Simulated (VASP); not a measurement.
Crystal: BeB.

```
Be B
1.0
     2.38720    0.00000    0.00000
    -1.19360    2.06737    0.00000
     0.00000    0.00000    9.45343
Be B
3 3
Direct
  0.00000 0.00000 0.66667
  0.00000 0.00000 0.00000
  0.00000 0.00000 0.33333
  0.33333 0.66667 0.83333
  0.33333 0.66667 0.16667
  0.66667 0.33333 0.50000
```

```yaml
Program: VASP 6.6.1
Task: relaxation of cell and atoms
Functional: PBE
Potentials_or_basis: VASP PAW PBE potentials, release 64 (Be, B)
Cutoff: 600 eV
k_mesh: 12 × 12 × 2
Occupations: gaussian, width 0.1 eV
Spin: no spin polarisation
```

At the start: pressure -10.9 GPa; volume 7.78 Å³/atom.

Problem. Where does the relaxation end?

Solution. Over 6 steps the energy falls by 39.0 meV/atom and the volume is 7.06 Å³/atom (-9.3 %); space group P-6m2 (No. 187, to 0.05 Å).

Step by step:
```csv
step,energy change (eV),largest force (eV/Å),pressure (GPa),volume (Å³)
1,0.0000,0.1879,-10.88,46.65
2,-0.2098,0.0749,-1.86,43.17
3,-0.2244,0.0712,1.67,42.10
4,-0.2334,0.0692,-0.22,42.36
5,-0.2339,0.0685,0.09,42.31
6,-0.2342,0.0216,0.00,42.34
```

Final structure:
```cif
data_structure
_symmetry_space_group_name_H-M 'P 1'
_symmetry_Int_Tables_number 1
_cell_length_a 2.2690
_cell_length_b 2.2690
_cell_length_c 9.4962
_cell_angle_alpha 90.000
_cell_angle_beta 90.000
_cell_angle_gamma 120.000
_cell_volume 42.34
loop_
_atom_site_label
_atom_site_type_symbol
_atom_site_fract_x
_atom_site_fract_y
_atom_site_fract_z
_atom_site_occupancy
Be1 Be 0.00000 0.00000 0.66558 1
Be2 Be 0.00000 0.00000 0.00000 1
Be3 Be 0.00000 0.00000 0.33442 1
B1 B 0.33333 0.66667 0.83397 1
B2 B 0.33333 0.66667 0.16603 1
B3 B 0.66667 0.33333 0.50000 1
```
